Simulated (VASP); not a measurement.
P: single point with PBE+D4

The system is P.

```xyz
4
Lattice="1.6255 -5.3912 0.0000 1.6255 5.3912 0.0000 0.0000 0.0000 4.4822" Properties=species:S:1:pos:R:3 pbc="T T T"
P     1.6255   -4.3576    2.6392
P     1.6255    4.3576    1.8430
P     1.6255   -1.0336    0.3981
P     1.6255    1.0336    4.0841
```

- Program: VASP 6.6.1
- Task: single point
- Functional: PBE
- Dispersion: D4
- Potentials or basis: VASP PAW PBE potentials, release 64 (P)
- Cutoff: 500 eV
- k mesh: 8 × 8 × 6
- Occupations: fermi-dirac, width 0.05 eV
- Spin: no spin polarisation

* Pressure: 2.2 GPa
* Largest force: 0.661 eV/Å
* Band gap on the k mesh: 0.05 eV
* Dispersion energy per atom: -0.376 eV

Forces on the atoms (eV/Å):
```
P    0.000  0.429 -0.503
P    0.000 -0.429  0.503
P    0.000 -0.429 -0.503
P    0.000  0.429  0.503
```

Stress tensor (GPa, compression positive):
```
2.97 0.00 0.00
0.00 1.53 0.00
0.00 0.00 2.05
```

Levels at points of the mesh, in eV from the valence-band top:
```csv
k point,band 8,band 9,band 10,band 11,band 12,band 13
"(0.00, 0.00, 0.00)",-2.94,-2.65,-1.30,0.50,0.97,1.95
"(0.50, 0.00, 0.00)",-3.53,-2.76,-2.76,0.62,0.62,1.40
"(0.50, 0.50, 0.00)",-2.49,-1.68,0.00,0.05,0.74,2.22
"(0.00, 0.00, 0.50)",-3.39,-1.72,-1.72,1.52,1.52,2.93
"(0.50, 0.00, 0.50)",-5.48,-1.89,-1.89,1.61,1.61,3.48
"(0.50, 0.50, 0.50)",-2.88,-2.02,-2.02,1.42,1.42,2.64
```

It took 52 s on 1 thread of Intel(R) Xeon(R) 6975P-C (Granite Rapids) (shared host), peak memory 0.26 GiB.

A k mesh can miss the band edges.
